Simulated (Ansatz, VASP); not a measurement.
## TaN: VASP beside Ansatz

File INCAR:

```
SYSTEM = TaN
PREC = Accurate
ENCUT = 520
EDIFF = 1E-6
ISMEAR = 0
SIGMA = 0.15
LREAL = .FALSE.
LASPH = .TRUE.
NELM = 60
ALGO = Normal
ISIF = 2
LWAVE = .FALSE.
LCHARG = .TRUE.
LELF = .TRUE.
LVHAR = .TRUE.
NBANDS = 15
```

File KPOINTS:

```
regular mesh
0
G
  18 18 18
  0 0 0
```

Contents of POSCAR:

```
TaN
1.0
    0.0000000000      2.1742693740      2.1742693740
    2.1742693740      0.0000000000      2.1742693740
    2.1742693740      2.1742693740      0.0000000000
Ta N
1 1
Direct
    0.4978193580      0.5021806420      0.5021806420
    0.0281703825     -0.0281703825     -0.0281703825
```

Input for Ansatz:

```yaml
crystal:
  lattice:
    - [0.0, 2.174269374, 2.174269374]
    - [2.174269374, 0.0, 2.174269374]
    - [2.174269374, 2.174269374, 0.0]
  atoms:
    - { symbol: Ta, position: [0.497819358, 0.502180642, 0.502180642] }
    - { symbol: "N", position: [0.0281703825, -0.0281703825, -0.0281703825] }
basis:
  ecutwfc: 520.0
kpoints:
  mp_grid: { grid: [18, 18, 18] }
hamiltonian:
  xc: lda
scf:
  occupations: { method: gaussian, width: 0.15 }
output:
  forces: true
  stress: true
  eigenvalues: true
```

Change from the starting cell: mode 4 frozen in at -0.122 Å, equal normal strain along x and y +0.0000.

Alike in both runs: task single point; functional LDA; k mesh 18 × 18 × 18; occupations gaussian, width 0.15 eV; no spin polarisation.

```csv
,VASP,Ansatz
version,VASP 6.6.1,Ansatz 0.2.0
potentials or method,"VASP PAW LDA potentials, release 64 (Ta_pv, N), cutoff 520 eV","scalar-relativistic, plane waves, PAW"
valence electrons in the cell,16,18
```

Ansatz gave:

```
gap on the k mesh at the Fermi level (eV)                     : none
pressure (GPa)                                                : 3.2
traceless stress, the component that is largest in VASP (GPa) : 6.33
rms of the force components (eV/Å)                            : 0.752
```

Which values does VASP return?

gap on the k mesh at the Fermi level (eV): none; pressure (GPa): 5.3; traceless stress, the component that is largest in VASP (GPa): 6.46; rms of the force components (eV/Å): 0.767.

LDA's correlation is that of Perdew and Zunger in VASP and of Perdew and Wang (1992) in Ansatz. Atom by atom the forces differ by 0.015 eV/Å (rms over components). A gap of «none» marks a metal or a gap that the smearing closes. VASP's potentials hold 16 valence electrons a cell and Ansatz's 18, so a difference there can come from the potentials and not from the codes.

Spin-orbit coupling is off throughout.
